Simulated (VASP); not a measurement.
# Si (Pm-3m) in VASP: further runs

Si is run at these levels: PBE; tasks: single point, relaxation of cell and atoms.

All numbers are computed with VASP 6.6.1; they aren't measurements. Logs are shortened: lines on timing, memory, paths and dates and some standing lists are left out, and cuts for length are marked.

## Step 1: The cell of the first run

It takes space group Pm-3m (No. 221, cubic). Conventional cell: a = 2.538 Å, b = 2.538 Å, c = 2.538 Å, α = 90.00°, β = 90.00°, γ = 90.00°. Si (site symmetry m-3m) has 6 Si at 2.54 Å within 3.3 Å.

## Step 2: Single point, PBE

Input file INCAR:

```
  PREC = Accurate
  ENCUT = 520
  EDIFF = 1E-6
  ISMEAR = -1
  SIGMA = 0.05
  LREAL = F
  LASPH = T
  NELM = 60
  ALGO = Normal
  ISIF = 2
  LWAVE = F
  LCHARG = F
  GGA = PE
  NBANDS = 8
```

Input file KPOINTS:

```
Automatic mesh
0
Gamma
  9 9 9
```

Input file POSCAR:

```
Si
1.0
    2.5381813747      0.0000000000      0.0000000000
    0.0000000000      2.5381813747      0.0000000000
    0.0000000000      0.0000000000      2.5381813747
Si
1
Direct
    0.0000000000      0.0000000000      0.0000000000
```

Potentials or basis: VASP PAW PBE potentials, release 64 (Si).

Run with:

```console
$ cat potpaw_PBE.64/Si/POTCAR > POTCAR
$ mpirun -np 1 vasp_std > vasp.out
```

OUTCAR:

```text
PREC = Accurate
   ENCUT = 520
   EDIFF = 1E-6
   ISMEAR = -1
   LREAL = F
   LASPH = T
   NELM = 60
   ISIF = 2
   GGA = PE

 ion  position               nearest neighbor table
   1  0.000  0.000  0.000-

  LATTYP: Found a simple cubic cell.
 ALAT       =     2.5381813747

  Lattice vectors:

 A1 = (   2.5381813747,   0.0000000000,   0.0000000000)
 A2 = (   0.0000000000,   2.5381813747,   0.0000000000)
 A3 = (   0.0000000000,   0.0000000000,   2.5381813747)

Analysis of symmetry for initial positions (statically):
=====================================================================
 Subroutine PRICEL returns:
 Original cell was already a primitive cell.

 Routine SETGRP: Setting up the symmetry group for a
 simple cubic supercell.

 Subroutine GETGRP returns: Found 48 space group operations
 (whereof 48 operations were pure point group operations)
 out of a pool of 48 trial point group operations.

The static configuration has the point symmetry O_h .

Analysis of symmetry for dynamics (positions and initial velocities):
=====================================================================
 Subroutine PRICEL returns:
 Original cell was already a primitive cell.

 Routine SETGRP: Setting up the symmetry group for a
 simple cubic supercell.

 Subroutine GETGRP returns: Found 48 space group operations
 (whereof 48 operations were pure point group operations)
 out of a pool of 48 trial point group operations.

The dynamic configuration has the point symmetry O_h .

 Subroutine INISYM returns: Found 48 space group operations
 (whereof 48 operations are pure point group operations),
 and found     1 'primitive' translations

----------------------------------------------------------------------------------------

                                     Primitive cell

  volume of cell :      16.3519

  direct lattice vectors                    reciprocal lattice vectors
     2.538181375  0.000000000  0.000000000     0.393982877  0.000000000  0.000000000
     0.000000000  2.538181375  0.000000000     0.000000000  0.393982877  0.000000000
     0.000000000  0.000000000  2.538181375     0.000000000  0.000000000  0.393982877

  length of vectors
     2.538181375  2.538181375  2.538181375     0.393982877  0.393982877  0.393982877

  position of ions in fractional coordinates (direct lattice)
     0.000000000  0.000000000  0.000000000
[... 70 lines left out ...]
   ISPIN  =      1    spin polarized calculation?
   LNONCOLLINEAR =      F non collinear calculations
   LSORBIT =      F    spin-orbit coupling
   LASPH  =      T    aspherical Exc in radial PAW
   ENCUT  =  520.0 eV  38.22 Ry    6.18 a.u.   4.72  4.72  4.72*2*pi/ulx,y,z
   NELM   =     60;   NELMIN=  2; NELMDL= -5     # of ELM steps
   EDIFF  = 0.1E-05   stopping-criterion for ELM
   LREAL  =      F    real-space projection
   EDIFFG = 0.1E-04   stopping-criterion for IOM
   NSW    =      0    number of steps for IOM
   IBRION =     -1    ionic relax: 0-MD 1-quasi-New 2-CG
   NFREE  =      0    steps in history (QN), initial steepest desc. (CG)
   ISIF   =      2    stress and relaxation
   ISYM   =      2    0-nonsym 1-usesym 2-fastsym
   POTIM  = 0.5000    time-step for ionic-motion
   TEBEG  =    0.0;   TEEND  =   0.0 temperature during run
   PSTRESS=    0.0 pullay stress
   NELECT =       4.0000    total number of electrons
   NUPDOWN=      -1.0000    fix difference up-down
   EMIN   =  10.00;   EMAX   =-10.00  energy-range for DOS
   EFERMI =   0.00;   METHOD = LEGACY
   ISMEAR =    -1;   SIGMA  =   0.05  broadening in eV -4-tet -1-fermi 0-gaus
   EFERMI_NEDOS =   21; number of points for ismear=-14 and -15
   IALGO  =     38    algorithm
   IMIX   =      4    mixing-type and parameters
     AMIX     =   0.40;   BMIX     =  1.00
     AMIX_MAG =   1.60;   BMIX_MAG =  1.00
  volume/ion in A,a.u.               =      16.35       110.35
  Fermi-wavevector in a.u.,A,eV,Ry     =   1.023856  1.934807 14.262728  1.048281
  Thomas-Fermi vector in A             =   2.157612
   LORBIT       =      0    0 simple, 1 ext, 2 COOP (PROOUT), +10 PAW based schemes
   GGA     = PE    functional components
   LHFCALC =     F    Hartree Fock is set to
   AEXX    =    0.0000 exact exchange contribution
   IVDW    =     0    specifies the selected vdW correction
   LEPSILON=     F    determine dielectric tensor
   LRPA    =     F    only Hartree local field effects (RPA)
 non-spin polarized calculation
  energy-cutoff  :      520.00
  volume of cell :       16.35
 maximum number of plane-waves:       461
 NGX is ok and might be reduce to    20
   NGX =  9   NGY =  9   NGZ =  9

 number of electron       4.0000000 magnetization

 Free energy of the ion-electron system (eV)
  ---------------------------------------------------
  ext. energy  EPLUGINS =         0.00000000
  ---------------------------------------------------
  free energy    TOTEN  =        -5.04662348 eV

  energy without entropy =       -5.04120116  energy(sigma->0) =       -5.04391232

 E-fermi :   8.4100     XC(G=0): -10.5794

 val. band max:        8.2332662006   @ k =   0.4444   0.4444   0.3333
 cond. band min:       8.4265991258   @ k =   0.2222   0.1111   0.0000
 fundamental gap:      0.1933329252
 Fermi energy:         8.4099529488

 k-point     1 :       0.0000    0.0000    0.0000
  band No.  band energies     occupation
      1      -4.9633      2.00000
      2      15.5891      0.00000
      3      15.5891      0.00000
      4      15.7701      0.00000
      5      15.7701      0.00000
      6      15.7701      0.00000
      7      23.7011      0.00000
      8      32.7362      0.00000
[... 243 lines left out ...]
 k-point    24 :       0.4444    0.3333    0.1111
  band No.  band energies     occupation
      1       1.7522      2.00000
      2       4.6845      2.00000
      3       8.8951      0.00012
      4      13.0272      0.00000
      5      18.3032      0.00000
      6      21.8759      0.00000
      7      25.1127      0.00000
      8      27.2474      0.00000

 [... further k-points ...]
[... 5 lines left out ...]
  --------------------------------------------------------------------------------------
  -------------------------------------------------------------------------------------
  Total       -0.0008081     -0.0008081     -0.0008081     -0.0000000      0.0000000      0.0000000
  in kB       -0.0791790     -0.0791790     -0.0791790     -0.0000000      0.0000000      0.0000000
  external PRESSURE =      -0.0791790 kB  Pullay stress =       0.0000000 kB

 VOLUME and BASIS-vectors are now :
 -----------------------------------------------------------------------------
  energy-cutoff  :      520.00
  volume of cell :       16.35
      direct lattice vectors                 reciprocal lattice vectors
     2.538181375  0.000000000  0.000000000     0.393982877  0.000000000  0.000000000
     0.000000000  2.538181375  0.000000000     0.000000000  0.393982877  0.000000000
     0.000000000  0.000000000  2.538181375     0.000000000  0.000000000  0.393982877

 POSITION                                       TOTAL-FORCE (eV/Angst)
 -----------------------------------------------------------------------------------
      0.00000      0.00000      0.00000         0.000000      0.000000      0.000000
 -----------------------------------------------------------------------------------
    total drift:                               -0.000000     -0.000000      0.000000

  FREE ENERGIE OF THE ION-ELECTRON SYSTEM (eV)
  ---------------------------------------------------
  free  energy   TOTEN  =        -5.0466234813 eV

  energy  without entropy=       -5.0412011617  energy(sigma->0) =       -5.04391232
```

OSZICAR:

```text
N       E                     dE             d eps       ncg     rms          rms(c)
DAV:   1    -0.212266584730E+01   -0.21227E+01   -0.17025E+03   576   0.378E+02
DAV:   2    -0.502047527012E+01   -0.28978E+01   -0.26633E+01   752   0.318E+01
DAV:   3    -0.504522620617E+01   -0.24751E-01   -0.24724E-01   736   0.304E+00
DAV:   4    -0.504525256420E+01   -0.26358E-04   -0.26358E-04   776   0.108E-01
DAV:   5    -0.504525261577E+01   -0.51571E-07   -0.51437E-07   728   0.298E-03    0.262E+00
DAV:   6    -0.504603004415E+01   -0.77743E-03   -0.79039E-04   688   0.168E-01    0.152E+00
DAV:   7    -0.504657804051E+01   -0.54800E-03   -0.22142E-03   712   0.275E-01    0.145E-01
DAV:   8    -0.504662254408E+01   -0.44504E-04   -0.41181E-05   792   0.441E-02    0.217E-02
DAV:   9    -0.504662364510E+01   -0.11010E-05   -0.61168E-07   688   0.491E-03    0.252E-03
DAV:  10    -0.504662348134E+01    0.16375E-06   -0.29160E-07   560   0.341E-03
   1 F= -.50466235E+01 E0= -.50439123E+01  d E =-.542232E-02
```

stdout:

```text
POSCAR found type information on POSCAR Si
 POSCAR found :  1 types and       1 ions
 scaLAPACK will be used
 LDA part: xc-table for (Slater+PW92), standard interpolation
 POSCAR, INCAR and KPOINTS ok, starting setup
 FFT: planning ... GRIDC
 FFT: planning ... GRID_SOFT
 FFT: planning ... GRID
 WAVECAR not read
 entering main loop
```

Wall time 6.1 s (1 thread of Intel Xeon 8259CL, shared host); peak memory 0.12 GiB.

What came out:

```
Free energy            : -5.0466 eV
Pressure               : 0.0 GPa
Band gap on the k mesh : zero (band 2 reaches 15.59 eV, above the bottom of band 3 at 6.31 eV)
```

Levels at points of the mesh, in eV from the Fermi level:
| k point | band 1 | band 2 | band 3 | band 4 | band 5 | band 6 |
| --- | --- | --- | --- | --- | --- | --- |
| (0.00, 0.00, 0.00) | -13.37 | 7.18 | 7.18 | 7.36 | 7.36 | 7.36 |

(Continued in part 2 of 2.)
